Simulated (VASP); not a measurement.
Here is a VASP 6.6.1 calculation.

INCAR

```
ALGO     = Normal         # electronic algorithm
EDIFF    = 1E-6           # SCF threshold, eV
EDIFFG   = -0.01          # ionic threshold
ENCUT    = 600            # plane-wave cutoff, eV
GGA      = PE             # functional
IBRION   = 2              # ionic algorithm
ISIF     = 3              # what is computed and relaxed
ISMEAR   = -1             # smearing method
IVDW     = 13             # dispersion correction
LASPH    = True           # aspherical terms in the spheres
LCHARG   = False          # write CHGCAR
LREAL    = False          # projectors in reciprocal space
LWAVE    = False          # write WAVECAR
NELM     = 80             # most SCF steps
NSW      = 60             # ionic steps
PREC     = Accurate       # precision mode
SIGMA    = 0.05           # smearing width, eV
```

Contents of KPOINTS:

```
k-points
0
Gamma
  12 12 12
```

File POSCAR:

```
Pt
1.0
    0.0000000000      1.9609000000      1.9609000000
    1.9609000000      0.0000000000      1.9609000000
    1.9609000000      1.9609000000      0.0000000000
Pt
1
Direct
    0.0000000000      0.0000000000      0.0000000000
```

Potentials or basis: VASP PAW PBE potentials, release 64 (Pt).

Command:

```bash
$ cat potpaw_PBE.64/Pt/POTCAR > POTCAR
$ mpirun -np 1 vasp_std > vasp.out
```

(1) Predict the relaxed volume.

(2) Estimate the band gap on the k mesh.

## Answers

(1) 15.20 Å³/atom.

(2) zero (band 5 reaches 11.61 eV, above the bottom of band 6 at 9.41 eV).

Caveat: spin-orbit coupling is left out, which moves the levels of the heavy elements; pairwise dispersion overbinds metals, which lowers pressure and volume.
